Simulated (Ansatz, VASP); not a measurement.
# CdS in VASP and in Ansatz

```
Cd S
1.0
     0.00000    2.75324    2.75324
     2.75324    0.00000    2.75324
     2.75324    2.75324    0.00000
Cd S
1 1
Direct
  0.00000 0.00000 0.00000
  0.50000 0.50000 0.50000
```

Alike in both runs: task single point; functional pbe exchange, pbesol correlation; k mesh 8 × 8 × 8; occupations methfessel-paxton of order 1, width 0.025 eV; no spin polarisation.

```csv
,VASP,Ansatz
version,VASP 6.6.1,Ansatz 0.2.0
potentials or method,"VASP PAW PBE potentials, release 64 (Cd, S), cutoff 500 eV","all-electron LAPW, scalar-relativistic"
```

|  | VASP | Ansatz | Ansatz less VASP |
| --- | --- | --- | --- |
| gap on the k mesh at the Fermi level (eV) | 0.21 | 0.22 | +0.007 |
| least direct gap on the mesh (eV) | 1.51 | 1.53 | +0.024 |
| pressure (GPa) | 0.7 | 0.4 | -0.34 |

VASP's potentials were made for PBE, not for pbe exchange, pbesol correlation. Ansatz ran all-electron here, and VASP with PAW potentials.
